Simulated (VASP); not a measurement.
Write the native input for VASP 6.6.1 that does the following.

```
Task                   : single point
Functional             : PBE
Potentials or basis    : VASP PAW PBE potentials, release 64 (Al, N)
Cutoff                 : 520 eV
k mesh                 : 11 × 11 × 11
Occupations            : gaussian, width 0.05 eV
Spin                   : no spin polarisation
Dipole correction      : no
Further INCAR settings : ALGO = Normal; EDIFF = 1e-06; NBANDS = 11
```

The structure of AlN lies in POSCAR:

```
AlN
1.0
    0.0000000000      2.0345180000      2.0345180000
    2.0345180000      0.0000000000      2.0345180000
    2.0345180000      2.0345180000      0.0000000000
Al N
1 1
Direct
    0.5000000000      0.5000000000      0.5000000000
    0.0000000000      0.0000000000      0.0000000000
```

One way to write it, as run:

INCAR

```
SYSTEM = AlN
PREC = Accurate
ENCUT = 520
EDIFF = 1E-6
ISMEAR = 0
SIGMA = 0.05
LREAL = .FALSE.
LASPH = .TRUE.
NELM = 60
ALGO = Normal
ISIF = 2
LWAVE = .FALSE.
LCHARG = .FALSE.
GGA = PE
NBANDS = 11
```

KPOINTS

```
regular mesh
0
G
  11 11 11
  0 0 0
```

Potentials or basis: VASP PAW PBE potentials, release 64 (Al, N).

Run with:

```console
$ cat potpaw_PBE.64/Al/POTCAR potpaw_PBE.64/N/POTCAR > POTCAR
$ mpirun -np 1 vasp_std > vasp.out
```

It gave:

* Pressure: 0.0 GPa
* Band gap on the k mesh: 4.55 eV, indirect (least direct gap 5.41 eV)

Run time: 9.8 s on 1 thread of Intel(R) Xeon(R) Platinum 8259CL CPU @ 2.50GHz (Skylake/Cascade Lake), with other jobs on the host, peak memory 0.13 GiB.
